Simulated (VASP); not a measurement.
# Al18H in VASP: further runs

Runs on Al18H. Level: PBE. Tasks: single point.

Program: VASP 6.6.1. These are calculated values, not measurements. Logs are shortened: lines on timing, memory, paths and dates and some standing lists are left out, and cuts for length are marked.

**1. The cell of the first run**

The cell holds a slab with vacuum, 19 atoms: a = 12.150 Å, b = 5.728 Å, c = 14.864 Å, α = 90.00°, β = 90.00°, γ = 90.00°.

**2. Single point, PBE**

File INCAR:

```
SYSTEM = Al18H
ALGO = Normal
EDIFF = 1E-6
ENCUT = 520
GGA = PE
ISIF = 2
ISMEAR = 0
LASPH = .TRUE.
LCHARG = .FALSE.
LREAL = Auto
LWAVE = .FALSE.
NBANDS = 42
NELM = 60
PREC = Accurate
SIGMA = 0.05
```

File KPOINTS:

```
k-points
0
G
  2 3 1
  0 0 0
```

File POSCAR:

```
Al18H
1.0
   12.1500000000      0.0000000000      0.0000000000
    0.0000000000      5.7275650000      0.0000000000
    0.0000000000      0.0000000000     14.8637820000
Al H
18 1
Direct
    0.0000000000      0.0000000000      0.0672776283
    0.3333333333      0.0000000000      0.0672776283
    0.6666666667      0.0000000000      0.0672776283
    0.0000000000      0.5000000873      0.0672776283
    0.3333333333      0.5000000873      0.0672776283
    0.6666666667      0.5000000873      0.0672776283
    0.1667036214      0.2496862105      0.1609311816
    0.4975426337      0.2528671434      0.1597551014
    0.8357850206      0.2527363723      0.1597786485
    0.1666899588      0.7489741277      0.1614529869
    0.4995111111      0.7520513517      0.1594476426
    0.8339197531      0.7519799426      0.1592374673
   -0.0033607407     -0.0001693564      0.2565551621
    0.3366953909     -0.0001817526      0.2565123735
    0.6666032922      0.0465414186      0.2565668684
   -0.0017475720      0.5028922413      0.2570961415
    0.3350308642      0.5027887069      0.2570527474
    0.6667316872      0.5178343677      0.2589706980
    0.6669241152      0.8437192769      0.3372682673
```

Potentials or basis: VASP PAW PBE potentials, release 64 (Al, H).

On the command line:

```
$ cat potpaw_PBE.64/Al/POTCAR potpaw_PBE.64/H/POTCAR > POTCAR
$ mpirun -np 1 vasp_std > vasp.out
```

OUTCAR:

```text
SYSTEM = Al18H
   EDIFF = 1E-6
   ENCUT = 520
   GGA = PE
   ISIF = 2
   ISMEAR = 0
   LASPH = .TRUE.
   LREAL = Auto
   NELM = 60
   PREC = Accurate

 ion  position               nearest neighbor table
   1  0.000  0.000  0.067-  13 2.81  12 2.82   9 2.82   7 2.84  10 2.85   4 2.86   4 2.86
   2  0.333  0.000  0.067-  14 2.81   8 2.82  11 2.82   7 2.84  10 2.85   5 2.86   5 2.86
   3  0.667  0.000  0.067-  15 2.83  12 2.83  11 2.83   6 2.86   6 2.86   9 2.86   8 2.87
   4  0.000  0.500  0.067-   9 2.81  16 2.82  12 2.83  10 2.85   7 2.85   1 2.86   1 2.86
   5  0.333  0.500  0.067-   8 2.81  17 2.82  11 2.84   7 2.84  10 2.84   2 2.86   2 2.86
   6  0.667  0.500  0.067-  12 2.84  11 2.84   8 2.85   9 2.85  18 2.85   3 2.86   3 2.86
   7  0.167  0.250  0.161-   2 2.84   1 2.84   5 2.84   4 2.85  10 2.86  10 2.87  17 2.89  14 2.89
                            16 2.89  13 2.89
   8  0.498  0.253  0.160-  15 2.77   5 2.81   2 2.82  14 2.83  17 2.84   6 2.85  11 2.86   3 2.87
                            11 2.87  18 2.95
   9  0.836  0.253  0.160-  15 2.77   4 2.81   1 2.82  13 2.83  16 2.84   6 2.85  12 2.86   3 2.86
                            12 2.87  18 2.95
  10  0.167  0.749  0.161-   5 2.84   4 2.85   2 2.85   1 2.85   7 2.86  17 2.86  16 2.86   7 2.87
                            14 2.89  13 2.89
  11  0.500  0.752  0.159-   2 2.82  14 2.83   3 2.83   5 2.84   6 2.84  18 2.85  17 2.85   8 2.86
                             8 2.87  15 3.01
  12  0.834  0.752  0.159-   1 2.82   3 2.83  13 2.83   4 2.83   6 2.84  18 2.85  16 2.85   9 2.86
[... 5 lines left out ...]
  16  0.998  0.503  0.257-   4 2.82   9 2.84  13 2.85  12 2.85  10 2.86  13 2.88   7 2.89
  17  0.335  0.503  0.257-   5 2.82   8 2.84  14 2.85  11 2.85  10 2.86  14 2.88   7 2.89
  18  0.667  0.518  0.259-  15 2.70  11 2.85  12 2.85   6 2.85   9 2.95   8 2.95  15 3.03
  19  0.667  0.844  0.337-  15 1.67

  LATTYP: Found a simple orthorhombic cell.
 ALAT       =     5.7275650000
 B/A-ratio  =     2.1213203167
 C/A-ratio  =     2.5951310897

  Lattice vectors:

 A1 = (   0.0000000000,  -5.7275650000,   0.0000000000)
 A2 = (  12.1500000000,   0.0000000000,   0.0000000000)
 A3 = (   0.0000000000,   0.0000000000,  14.8637820000)

Analysis of symmetry for initial positions (statically):
=====================================================================
 Subroutine PRICEL returns:
 Original cell was already a primitive cell.

 Routine SETGRP: Setting up the symmetry group for a
 simple orthorhombic supercell.

 Subroutine GETGRP returns: Found  1 space group operations
 (whereof  1 operations were pure point group operations)
 out of a pool of  8 trial point group operations.

The static configuration has the point symmetry C_1 .

[... 133 lines left out ...]
   POTIM  = 0.5000    time-step for ionic-motion
   TEBEG  =    0.0;   TEEND  =   0.0 temperature during run
   PSTRESS=    0.0 pullay stress
   NELECT =      55.0000    total number of electrons
   NUPDOWN=      -1.0000    fix difference up-down
   EMIN   =  10.00;   EMAX   =-10.00  energy-range for DOS
   EFERMI =   0.00;   METHOD = LEGACY
   ISMEAR =     0;   SIGMA  =   0.05  broadening in eV -4-tet -1-fermi 0-gaus
   EFERMI_NEDOS =   21; number of points for ismear=-14 and -15
   IALGO  =     38    algorithm
   IMIX   =      4    mixing-type and parameters
     AMIX     =   0.40;   BMIX     =  1.00
     AMIX_MAG =   1.60;   BMIX_MAG =  1.00
  volume/ion in A,a.u.               =      54.44       367.38
  Fermi-wavevector in a.u.,A,eV,Ry     =   0.615607  1.163329  5.156234  0.378973
  Thomas-Fermi vector in A             =   1.673038
   LORBIT       =      0    0 simple, 1 ext, 2 COOP (PROOUT), +10 PAW based schemes
   GGA     = PE    functional components
   LHFCALC =     F    Hartree Fock is set to
   AEXX    =    0.0000 exact exchange contribution
   IVDW    =     0    specifies the selected vdW correction
   LEPSILON=     F    determine dielectric tensor
   LRPA    =     F    only Hartree local field effects (RPA)
 non-spin polarized calculation
 Gauss-broadening in eV      SIGMA  =   0.05
  energy-cutoff  :      520.00
  volume of cell :     1034.37
 maximum number of plane-waves:     27867
   NGX = 45   NGY = 21   NGZ = 55

 number of electron      54.9999999 magnetization

 Free energy of the ion-electron system (eV)
  ---------------------------------------------------
  ext. energy  EPLUGINS =         0.00000000
  ---------------------------------------------------
  free energy    TOTEN  =       -62.43039293 eV

  energy without entropy =      -62.41477549  energy(sigma->0) =      -62.42258421

 E-fermi :  -0.5400     XC(G=0):  -4.3297

 val. band max:       -0.5696430406   @ k =   0.0000   0.3333   0.0000
 cond. band min:      -0.4994513980   @ k =   0.5000   0.3333   0.0000
 fundamental gap:      0.0701916426
 Fermi energy:        -0.5399739595

 k-point     1 :       0.0000    0.0000    0.0000
  band No.  band energies     occupation
      1     -10.2087      2.00000
      2      -9.2521      2.00000
      3      -9.2308      2.00000
      4      -6.9464      2.00000
      5      -6.3326      2.00000
      6      -6.2136      2.00000
[... 157 lines left out ...]
     38       1.5940      0.00000
     39       1.7770      0.00000
 [bands above 39 left out]

------------------------ aborting loop because EDIFF is reached ----------------------------------------

  FORCE on cell =-STRESS in cart. coord.  units (eV):
  Direction    XX          YY          ZZ          XY          YZ          ZX
  --------------------------------------------------------------------------------------
  -------------------------------------------------------------------------------------
  Total      -16.6784739     -8.0598880     -0.5381292     -0.0029285     -0.4310888     -0.0030139
  in kB      -25.8339765    -12.4842931     -0.8335306     -0.0045361     -0.6677312     -0.0046684
  external PRESSURE =     -13.0506001 kB  Pullay stress =       0.0000000 kB

 VOLUME and BASIS-vectors are now :
 -----------------------------------------------------------------------------
  energy-cutoff  :      520.00
  volume of cell :     1034.37
      direct lattice vectors                 reciprocal lattice vectors
    12.150000000  0.000000000  0.000000000     0.082304527  0.000000000  0.000000000
     0.000000000  5.727565000  0.000000000     0.000000000  0.174594265  0.000000000
     0.000000000  0.000000000 14.863782000     0.000000000  0.000000000  0.067277628

 POSITION                                       TOTAL-FORCE (eV/Angst)
 -----------------------------------------------------------------------------------
      0.00000      0.00000      1.00000         0.017115     -0.004079      0.001771
      4.05000      0.00000      1.00000        -0.014257     -0.006264      0.001005
      8.10000      0.00000      1.00000        -0.001004      0.166928      0.151064
      0.00000      2.86378      1.00000         0.084961      0.046654     -0.020837
      4.05000      2.86378      1.00000        -0.082173      0.049225     -0.022764
      8.10000      2.86378      1.00000        -0.001054     -0.183056      0.038764
[... 11 lines left out ...]
      8.10079      2.96593      3.84928         0.000095      0.030924      0.015700
      8.10313      4.83246      5.01308        -0.000868     -0.182273     -0.110635
 -----------------------------------------------------------------------------------
    total drift:                               -0.000491     -0.005683      0.005207

  FREE ENERGIE OF THE ION-ELECTRON SYSTEM (eV)
  ---------------------------------------------------
  free  energy   TOTEN  =       -62.4303929291 eV

  energy  without entropy=      -62.4147754901  energy(sigma->0) =      -62.42258421
```

stdout:

```text
POSCAR found type information on POSCAR AlH
 POSCAR found :  2 types and      19 ions
 scaLAPACK will be used
 LDA part: xc-table for (Slater+PW92), standard interpolation
 POSCAR, INCAR and KPOINTS ok, starting setup
 FFT: planning ... GRIDC
 FFT: planning ... GRID_SOFT
 FFT: planning ... GRID
 WAVECAR not read
 entering main loop
```

It took 3.6 min on 1 thread of AMD EPYC 9R45 (Zen 5), shared host; peak memory 0.86 GiB.

What came out:

```
Free energy   : -62.4304 eV
Largest force : 0.225 eV/Å
```

Forces in eV/Å, atoms in the order of the input:
```
Al   0.017 -0.004  0.002
Al  -0.014 -0.006  0.001
Al  -0.001  0.167  0.151
Al   0.085  0.047 -0.021
Al  -0.082  0.049 -0.023
Al  -0.001 -0.183  0.039
Al  -0.002 -0.002 -0.001
Al  -0.003  0.002 -0.011
Al   0.004  0.002 -0.010
Al  -0.001  0.002 -0.002
Al  -0.007  0.008 -0.013
Al   0.005  0.008 -0.007
Al  -0.002  0.004 -0.002
Al   0.002  0.005  0.001
Al   0.002  0.051 -0.010
Al  -0.002  0.001 -0.001
Al   0.003  0.002  0.002
Al   0.000  0.031  0.016
H   -0.001 -0.182 -0.111
```

Caveat: the k points lie up to 0.37 Å⁻¹ apart.

**3. Single point, PBE**

File INCAR:

```
SYSTEM = Al18H
  PREC = Accurate
  ENCUT = 520
  EDIFF = 1E-6
  ISMEAR = 0
  SIGMA = 0.05
  LREAL = Auto
  LASPH = .True.
  NELM = 80
  ALGO = Normal
  ISIF = 2
  LWAVE = .False.
  LCHARG = .False.
  GGA = PE
  NBANDS = 42
```

File KPOINTS:

```
regular mesh
0
Gamma
  2 3 1
  0 0 0
```

File POSCAR:

```
Al18H
1.0
   12.1500000000      0.0000000000      0.0000000000
    0.0000000000      5.7275650000      0.0000000000
    0.0000000000      0.0000000000     14.8637820000
Al H
18 1
Direct
    0.0000000000      0.0000000000      0.0672776283
    0.3333333333      0.0000000000      0.0672776283
    0.6666666667      0.0000000000      0.0672776283
    0.0000000000      0.5000000873      0.0672776283
    0.3333333333      0.5000000873      0.0672776283
    0.6666666667      0.5000000873      0.0672776283
    0.1666737449      0.2497920146      0.1605673442
    0.4987572016      0.2505719272      0.1606852146
    0.8345582716      0.2505066289      0.1606706153
    0.1666651852      0.7488241513      0.1616148568
    0.5004177778      0.7498706693      0.1620023087
    0.8329364609      0.7498118310      0.1619268232
   -0.0024641975     -0.0005463055      0.2566378463
    0.3357995885     -0.0005410676      0.2566183358
    0.6666386008      0.0235374020      0.2575165594
   -0.0015246091      0.5007382718      0.2570106316
    0.3348446914      0.5007435097      0.2569880936
    0.6666756379      0.5017393954      0.2552715049
    0.6669100412      0.9327593838      0.3599140515
```

Potentials or basis: VASP PAW PBE potentials, release 64 (Al, H).

On the command line:

```
$ cat potpaw_PBE.64/Al/POTCAR potpaw_PBE.64/H/POTCAR > POTCAR
$ mpirun -np 1 vasp_std > vasp.out
```

Wall time 4 min (1 thread of AMD EPYC 9R45 (Zen 5), shared host); peak memory 0.86 GiB.

It converged, with:

```yaml
Free_energy: -62.3724 eV
Largest_force: 0.201 eV/Å
```

Forces in eV/Å, atoms in the order of the input:
```
Al  -0.012 -0.016  0.035
Al   0.012 -0.017  0.035
Al  -0.001  0.071  0.099
Al   0.060  0.032  0.008
Al  -0.059  0.033  0.007
Al  -0.001 -0.106 -0.171
Al   0.000 -0.002  0.000
Al   0.003 -0.001 -0.003
Al  -0.002 -0.001 -0.002
Al   0.000  0.001  0.000
Al  -0.003  0.005 -0.001
Al   0.003  0.005  0.001
Al   0.002  0.003 -0.001
Al  -0.002  0.003  0.000
Al   0.001  0.000  0.004
Al   0.001 -0.001 -0.001
Al  -0.001 -0.001 -0.001
Al   0.000 -0.006 -0.002
H   -0.001 -0.003 -0.007
```

Levels at points of the mesh, in eV from the Fermi level:
```tsv
k point	band 24	band 25	band 26	band 27	band 28	band 29	band 30	band 31
(0.00, 0.00, 0.00)	-1.41	-1.10	-1.08	-1.04	-1.02	-0.72	-0.55	0.08
(0.50, 0.00, 0.00)	-1.20	-1.12	-0.64	-0.34	0.05	0.11	0.34	0.38
```

Caveat: the k points lie up to 0.37 Å⁻¹ apart.
